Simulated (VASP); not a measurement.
A run of VASP 6.6.1:

File INCAR:

```
PREC = Accurate
ENCUT = 520
EDIFF = 1E-6
ISMEAR = 0
SIGMA = 0.05
LREAL = F
LASPH = T
NELM = 150
ALGO = Normal
ISIF = 2
LWAVE = F
LCHARG = F
ISPIN = 2
MAGMOM = 5 0
LORBIT = 11
LMAXMIX = 4
GGA = PE
NBANDS = 20
```

Contents of KPOINTS:

```
regular mesh
0
Gamma
  6 6 6
```

File POSCAR:

```
MnS
1.0
    0.0000000000      2.6045000000      2.6045000000
    2.6045000000      0.0000000000      2.6045000000
    2.6045000000      2.6045000000      0.0000000000
Mn S
1 1
Direct
    0.0000000000      0.0000000000      0.0000000000
    0.5000000000      0.5000000000      0.5000000000
```

Potentials or basis: VASP PAW PBE potentials, release 64 (Mn_pv, S).

Command:

```bash
$ cat potpaw_PBE.64/Mn_pv/POTCAR potpaw_PBE.64/S/POTCAR > POTCAR
$ mpirun -np 1 vasp_std > vasp.out
```

Hardware: 1 thread of AMD EPYC 9R45 96-Core Processor (Zen 5), on a shared host.

Question: How long does it take, and how much memory?

Answer: Wall time 11 s on 1 thread of AMD EPYC 9R45 96-Core Processor (Zen 5) (shared host), peak memory 0.14 GiB. Counts: scf iterations 15, k points 16.
